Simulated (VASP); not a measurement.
# Si2Mo (I4/mmm) in VASP: electric field gradients with LDA

Aim: the electric field gradients of Si2Mo with LDA.

Program: VASP 6.6.1. These are calculated values, not measurements. Logs are shortened: lines on timing, memory, paths and dates and some standing lists are left out, and cuts for length are marked.

### Step 1. The cell of the first run

The structure is tetragonal, space group I4/mmm (No. 139). Conventional cell: a = 3.200 Å, b = 3.200 Å, c = 7.861 Å, α = 90.00°, β = 90.00°, γ = 90.00°. Within 3.4 Å of Si (site symmetry 4mm) lie 9 Si at 2.60 to 3.20 Å and 5 Mo at 2.61 to 2.63 Å. Mo (site symmetry 4/mmm) has 10 Si at 2.61 to 2.63 Å and 4 Mo at 3.20 Å within 3.4 Å.

### Step 2. Electric field gradients, LDA

The input, INCAR:

```
PREC     = Accurate       # precision mode
ENCUT    = 520            # plane-wave cutoff, eV
EDIFF    = 1E-8           # SCF threshold, eV
ISMEAR   = -1             # smearing method
SIGMA    = 0.05           # smearing width, eV
LREAL    = F              # projectors in reciprocal space
LASPH    = T              # aspherical terms in the spheres
NELM     = 80             # most SCF steps
ALGO     = Normal         # electronic algorithm
ISIF     = 2              # what is computed and relaxed
LWAVE    = F              # write WAVECAR
LCHARG   = F              # write CHGCAR
LEFG     = T            
NBANDS   = 18             # bands
```

The input, KPOINTS:

```
regular mesh
0
Gamma
  20 20 20
```

The input, POSCAR:

```
Si2Mo
1.0
   -1.6000000000      1.6000000000      3.9305000000
    1.6000000000     -1.6000000000      3.9305000000
    1.6000000000      1.6000000000     -3.9305000000
Si Mo
2 1
Direct
    0.3349327296      0.3349327296      0.0000000000
    0.6650672704      0.6650672704      0.0000000000
    0.0000000000      0.0000000000      0.0000000000
```

Potentials or basis: VASP PAW LDA potentials, release 64 (Si, Mo_sv).

Run with:

```
$ cat potpaw_LDA.64/Si/POTCAR potpaw_LDA.64/Mo_sv/POTCAR > POTCAR
$ mpirun -np 1 vasp_std > vasp.out
```

OUTCAR:

```text
PREC = Accurate
   ENCUT = 520
   EDIFF = 1E-8
   ISMEAR = -1
   LREAL = F
   LASPH = T
   NELM = 80
   ISIF = 2

 ion  position               nearest neighbor table
   1  0.335  0.335  0.000-   2 2.60   3 2.61   3 2.61   3 2.61   3 2.61   2 2.63   2 2.63   2 2.63
                             2 2.63   3 2.63
   2  0.665  0.665  0.000-   1 2.60   3 2.61   3 2.61   3 2.61   3 2.61   1 2.63   1 2.63   1 2.63
                             1 2.63   3 2.63
   3  0.000  0.000  0.000-   2 2.61   2 2.61   2 2.61   1 2.61   2 2.61   1 2.61   1 2.61   1 2.61
                             1 2.63   2 2.63

  LATTYP: Found a body centered tetragonal cell.
 ALAT       =     3.2000000000
 C/A-ratio  =     2.4565625000

  Lattice vectors:

 A1 = (  -1.6000000000,   1.6000000000,   3.9305000000)
 A2 = (   1.6000000000,  -1.6000000000,   3.9305000000)
 A3 = (   1.6000000000,   1.6000000000,  -3.9305000000)

Analysis of symmetry for initial positions (statically):
=====================================================================
 Subroutine PRICEL returns:
 Original cell was already a primitive cell.

 Routine SETGRP: Setting up the symmetry group for a
 body centered tetragonal supercell.

 Subroutine GETGRP returns: Found 16 space group operations
 (whereof 16 operations were pure point group operations)
 out of a pool of 16 trial point group operations.

The static configuration has the point symmetry D_4h.

Analysis of symmetry for dynamics (positions and initial velocities):
=====================================================================
 Subroutine PRICEL returns:
 Original cell was already a primitive cell.

 Routine SETGRP: Setting up the symmetry group for a
 body centered tetragonal supercell.

 Subroutine GETGRP returns: Found 16 space group operations
 (whereof 16 operations were pure point group operations)
 out of a pool of 16 trial point group operations.

The dynamic configuration has the point symmetry D_4h.

 Subroutine INISYM returns: Found 16 space group operations
 (whereof 16 operations are pure point group operations),
 and found     1 'primitive' translations

----------------------------------------------------------------------------------------

                                     Primitive cell

  volume of cell :      40.2483

  direct lattice vectors                    reciprocal lattice vectors
    -1.600000000  1.600000000  3.930500000     0.000000000  0.312500000  0.127210279
     1.600000000 -1.600000000  3.930500000     0.312500000  0.000000000  0.127210279
     1.600000000  1.600000000 -3.930500000     0.312500000  0.312500000  0.000000000

  length of vectors
     4.535287229  4.535287229  4.535287229     0.337399918  0.337399918  0.441941738

  position of ions in fractional coordinates (direct lattice)
     0.334932730  0.334932730  0.000000000
     0.665067270  0.665067270  0.000000000
     0.000000000  0.000000000  0.000000000

  ion indices of the primitive-cell ions
   primitive index   ion index
                 1           1
                 2           2
                 3           3

----------------------------------------------------------------------------------------

 KPOINTS: regular mesh

Automatic generation of k-mesh.
 Grid dimensions read from file:
 generate k-points for:   20   20   20

 Generating k-lattice:

  Cartesian coordinates                     Fractional coordinates (reciprocal lattice)
     0.000000000  0.015625000  0.006360514     0.050000000  0.000000000 -0.000000000
     0.015625000  0.000000000  0.006360514     0.000000000  0.050000000 -0.000000000
     0.015625000  0.015625000  0.000000000     0.000000000  0.000000000  0.050000000

  Length of vectors
     0.016869996  0.016869996  0.022097087

  Shift w.r.t. Gamma in fractional coordinates (k-lattice)
     0.000000000  0.000000000  0.000000000

 Subroutine IBZKPT returns following result:
 ===========================================

 Found    641 irreducible k-points:

 Following reciprocal coordinates:
            Coordinates               Weight
  0.000000  0.000000  0.000000      1.000000
  0.050000  0.000000  0.000000      8.000000
  0.100000  0.000000 -0.000000      8.000000
  0.150000  0.000000 -0.000000      8.000000
  0.200000  0.000000 -0.000000      8.000000
  0.250000  0.000000 -0.000000      8.000000
[... 16 lines left out ...]
 -0.400000  0.050000  0.000000     16.000000
 -0.350000  0.050000  0.000000     16.000000
 [... further k-points ...]
   k-points           NKPTS =    641   k-points in BZ     NKDIM =    641   number of bands    NBANDS=     18
   number of dos      NEDOS =    301   number of ions     NIONS =      3
   total plane-waves  NPLWV =  46656
   dimension x,y,z NGX =    36 NGY =   36 NGZ =   36
   dimension x,y,z NGXF=    72 NGYF=   72 NGZF=   72
   ions per type =               2   1
   NGX,Y,Z   is equivalent  to a cutoff of  13.20, 13.20, 13.20 a.u.
   NGXF,Y,Z  is equivalent  to a cutoff of  26.39, 26.39, 26.39 a.u.
 SYSTEM =  unknown system
   PREC   = accura    normal or accurate (medium, high low for compatibility)
   ISTART =      0    job   : 0-new  1-cont  2-samecut
   ICHARG =      2    charge: 1-file 2-atom 10-const
   ISPIN  =      1    spin polarized calculation?
   LNONCOLLINEAR =      F non collinear calculations
   LSORBIT =      F    spin-orbit coupling
   LASPH  =      T    aspherical Exc in radial PAW
   ENCUT  =  520.0 eV  38.22 Ry    6.18 a.u.   8.43  8.43  8.43*2*pi/ulx,y,z
   NELM   =     80;   NELMIN=  2; NELMDL= -5     # of ELM steps
   EDIFF  = 0.1E-07   stopping-criterion for ELM
   LREAL  =      F    real-space projection
   EDIFFG = 0.1E-06   stopping-criterion for IOM
   NSW    =      0    number of steps for IOM
   IBRION =     -1    ionic relax: 0-MD 1-quasi-New 2-CG
   NFREE  =      0    steps in history (QN), initial steepest desc. (CG)
   ISIF   =      2    stress and relaxation
   ISYM   =      2    0-nonsym 1-usesym 2-fastsym
   POTIM  = 0.5000    time-step for ionic-motion
   TEBEG  =    0.0;   TEEND  =   0.0 temperature during run
   PSTRESS=    0.0 pullay stress
   NELECT =      22.0000    total number of electrons
   NUPDOWN=      -1.0000    fix difference up-down
   EMIN   =  10.00;   EMAX   =-10.00  energy-range for DOS
   EFERMI =   0.00;   METHOD = LEGACY
   ISMEAR =    -1;   SIGMA  =   0.05  broadening in eV -4-tet -1-fermi 0-gaus
   EFERMI_NEDOS =   21; number of points for ismear=-14 and -15
   IALGO  =     38    algorithm
   IMIX   =      4    mixing-type and parameters
     AMIX     =   0.40;   BMIX     =  1.00
     AMIX_MAG =   1.60;   BMIX_MAG =  1.00
  volume/ion in A,a.u.               =      13.42        90.54
  Fermi-wavevector in a.u.,A,eV,Ry     =   1.338546  2.529484 24.377614  1.791704
  Thomas-Fermi vector in A             =   2.467007
   LORBIT       =      0    0 simple, 1 ext, 2 COOP (PROOUT), +10 PAW based schemes
   GGA     = CA    functional components
   LHFCALC =     F    Hartree Fock is set to
   AEXX    =    0.0000 exact exchange contribution
   IVDW    =     0    specifies the selected vdW correction
   LEPSILON=     F    determine dielectric tensor
   LRPA    =     F    only Hartree local field effects (RPA)
 non-spin polarized calculation
  energy-cutoff  :      520.00
  volume of cell :       40.25
 maximum number of plane-waves:      1108
 NGX is ok and might be reduce to    36
   NGX = 17   NGY = 17   NGZ = 17

 number of electron      22.0000000 magnetization

 Free energy of the ion-electron system (eV)
  ---------------------------------------------------
  ext. energy  EPLUGINS =         0.00000000
  ---------------------------------------------------
  free energy    TOTEN  =       -25.80380376 eV

  energy without entropy =      -25.80182766  energy(sigma->0) =      -25.80281571

 E-fermi :  12.1791     XC(G=0): -12.5508

 val. band max:       12.1650021236   @ k =  -0.4500   0.5000   0.3000
 cond. band min:      12.1871159796   @ k =   0.5000   0.5000   0.3000
 fundamental gap:      0.0221138560
 Fermi energy:        12.1791226558

 k-point     1 :       0.0000    0.0000    0.0000
  band No.  band energies     occupation
      1     -48.1848      2.00000
      2     -22.5322      2.00000
      3     -22.4442      2.00000
      4     -22.4442      2.00000
      5      -1.1758      2.00000
      6       5.8233      2.00000
[... 10 lines left out ...]
     17      17.2767      0.00000
     18      17.2767      0.00000
[... 463 lines left out ...]
 k-point    24 :      -0.3500    0.0500    0.0000
  band No.  band energies     occupation
      1     -48.1691      2.00000
      2     -22.6520      2.00000
      3     -22.5145      2.00000
      4     -22.4307      2.00000
      5       0.8574      2.00000
      6       4.6476      2.00000
[... 10 lines left out ...]
     17      19.2328      0.00000
     18      20.9167      0.00000

 [... further k-points ...]
[... 5 lines left out ...]
  --------------------------------------------------------------------------------------
  -------------------------------------------------------------------------------------
  Total       -1.1859710     -1.1859710     -1.6160431      0.0000000      0.0000000      0.0000000
  in kB      -47.2103136    -47.2103136    -64.3303264      0.0000000      0.0000000      0.0000000
  external PRESSURE =     -52.9169845 kB  Pullay stress =       0.0000000 kB

 VOLUME and BASIS-vectors are now :
 -----------------------------------------------------------------------------
  energy-cutoff  :      520.00
  volume of cell :       40.25
      direct lattice vectors                 reciprocal lattice vectors
    -1.600000000  1.600000000  3.930500000     0.000000000  0.312500000  0.127210279
     1.600000000 -1.600000000  3.930500000     0.312500000  0.000000000  0.127210279
     1.600000000  1.600000000 -3.930500000     0.312500000  0.312500000  0.000000000

 POSITION                                       TOTAL-FORCE (eV/Angst)
 -----------------------------------------------------------------------------------
      0.00000      0.00000      2.63291        -0.000000     -0.000000      0.102787
      0.00000      0.00000      5.22809        -0.000000     -0.000000     -0.102787
      0.00000      0.00000      0.00000         0.000000      0.000000     -0.000000
 -----------------------------------------------------------------------------------
    total drift:                                0.000000     -0.000000      0.000000

  FREE ENERGIE OF THE ION-ELECTRON SYSTEM (eV)
  ---------------------------------------------------
  free  energy   TOTEN  =       -25.8038037606 eV

  energy  without entropy=      -25.8018276603  energy(sigma->0) =      -25.80281571

 Electric field gradients (V/A^2)
---------------------------------------------------------------------
 ion       V_xx      V_yy      V_zz      V_xy      V_xz      V_yz
---------------------------------------------------------------------
   1       5.540     5.540   -11.080    -0.000    -0.000    -0.000
   2       5.540     5.540   -11.080    -0.000    -0.000    -0.000
   3      29.373    29.373   -58.747     0.001     0.000     0.000
---------------------------------------------------------------------

 Electric field gradients after diagonalization (V/A^2)
 (convention: |V_zz| > |V_xx| > |V_yy|)
----------------------------------------------------------------------
 ion       V_xx      V_yy      V_zz     asymmetry (V_yy - V_xx)/ V_zz
----------------------------------------------------------------------
   1       5.540     5.540   -11.080       0.000
   2       5.540     5.540   -11.080       0.000
   3      29.374    29.372   -58.747       0.000
----------------------------------------------------------------------

           NMR quadrupolar parameters

 Cq : quadrupolar parameter    Cq=e*Q*V_zz/h
 eta: asymmetry parameters     (V_yy - V_xx)/ V_zz
 Q  : nuclear electric quadrupole moment in mb (millibarn)
----------------------------------------------------------------------
 ion       Cq(MHz)       eta       Q (mb)
----------------------------------------------------------------------
   1      -0.027       0.000       1.000
   2      -0.027       0.000       1.000
   3      -0.142       0.000       1.000
----------------------------------------------------------------------
```

It took 8.9 min on 1 thread of Intel Xeon Platinum 8259CL at 2.50GHz (Skylake/Cascade Lake), shared host; peak memory 0.52 GiB.

What came out:

```
Free energy                             : -25.8038 eV
Pressure                                : -5.3 GPa
Largest force                           : 0.103 eV/Å
Band gap on the k mesh                  : zero (bands 11 and 12 overlap by 0.94 eV)
Largest electric field gradient by atom : Si -11.1; Mo -58.7 V/Å²
```

Forces in eV/Å, atoms in the order of the input:
```
Si   0.000  0.000  0.103
Si   0.000  0.000 -0.103
Mo   0.000  0.000  0.000
```

Stress tensor (GPa, compression positive):
```
-4.72  0.00  0.00
 0.00 -4.72  0.00
 0.00  0.00 -6.43
```

Levels at points of the mesh, in eV from the Fermi level:
```tsv
k point	band 7	band 8	band 9	band 10	band 11	band 12	band 13	band 14	band 15	band 16
(0.00, 0.00, 0.00)	-3.44	-3.07	-2.59	-2.59	0.40	3.13	3.27	3.54	3.54	4.06
(0.50, 0.00, 0.00)	-4.94	-4.43	-2.58	-2.55	-0.49	2.24	3.10	4.01	4.17	5.54
(0.50, 0.50, 0.00)	-5.57	-5.19	-4.41	-3.05	-1.15	2.29	2.69	3.09	3.33	4.81
(0.50, 0.50, 0.50)	-3.53	-2.19	-0.58	-0.58	-0.44	-0.44	0.53	4.64	5.01	6.07
```

Electric field gradients, principal values (V/Å²):
```csv
atom,least,middle,greatest (by size)
1 Si,5.540,5.540,-11.080
2 Si,5.540,5.540,-11.080
3 Mo,29.372,29.374,-58.747
```

Caveat: the cell stands under tension; without QUAD_EFG the Cq values of the log hold for a quadrupole moment of 1 mb, not for the nuclei.

The gap in the log of VASP goes by the Fermi energy; the results here count the filled bands.